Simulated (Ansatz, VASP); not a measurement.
## TiAl3 in VASP and in Ansatz

The input INCAR:

```
  ALGO = Fast
  EDIFF = 1E-6
  EDIFFG = -0.08
  ENCUT = 600
  GGA = PE
  IBRION = 2
  ISIF = 3
  ISMEAR = 0
  LASPH = T
  LCHARG = F
  LREAL = F
  LWAVE = F
  NELM = 80
  NSW = 36
  PREC = Accurate
  SIGMA = 0.2
```

The input KPOINTS:

```
k-points
0
Gamma
  6 4 4
```

File POSCAR:

```
TiAl3
1.0
    3.1096260500      0.0000000000      0.0000000000
    0.0000000000      4.7655426500      0.0000000000
    0.0000000000      0.0000000000      5.0258779900
Ti Al
1 3
Direct
    0.0000000000      0.5000000000      0.3425946200
    0.0000000000      0.0000000000      0.0099679800
    0.5000000000      0.0000000000      0.4508308500
    0.5000000000      0.5000000000      0.8632715300
```

Input for Ansatz:

```yaml
crystal:
  lattice:
    - [3.10962605, 0.0, 0.0]
    - [0.0, 4.76554265, 0.0]
    - [0.0, 0.0, 5.02587799]
  atoms:
    - { symbol: Ti, position: [0.0, 0.5, 0.34259462] }
    - { symbol: Al, position: [0.0, 0.0, 0.00996798] }
    - { symbol: Al, position: [0.5, 0.0, 0.45083085] }
    - { symbol: Al, position: [0.5, 0.5, 0.86327153] }
basis:
  ecutwfc: 420
kpoints:
  mp_grid: { grid: [6, 4, 4] }
hamiltonian:
  xc: pbe
scf:
  occupations: { method: gaussian, width: 0.2 }
  lower_state_search: "off"
output:
  forces: true
  stress: true
  eigenvalues: true
relax:
  adjacent_minimum: "off"
  f_tol: 0.08
  max_steps: 16
  cell: { stress_tol: 0.8 }
```

Change from the starting cell: species swapped into the La3Mg type (Pmm2, No. 25).

Alike in both runs: task relaxation of cell and atoms; functional PBE; k mesh 6 × 4 × 4; occupations gaussian, width 0.2 eV; no spin polarisation.

```csv
,VASP,Ansatz
version,VASP 6.6.1,Ansatz 0.2.0
potentials or method,"VASP PAW PBE potentials, release 64 (Ti_sv, Al), cutoff 600 eV","scalar-relativistic, plane waves, PAW"
valence electrons in the cell,21,21
```

Ansatz gave:

| Property | Result |
| --- | --- |
| gap on the k mesh at the Fermi level, each at its own relaxed structure (eV) | none |
| relaxed volume (Å³/atom) | 16.30 |
| relaxed cell length with the largest relative difference (Å) | 4.671 |

Task: Which values does VASP return?

Result: gap on the k mesh at the Fermi level, each at its own relaxed structure (eV): none; relaxed volume (Å³/atom): 16.29; relaxed cell length with the largest relative difference (Å): 4.687.

A gap of «none» marks a metal or a gap that the smearing closes.
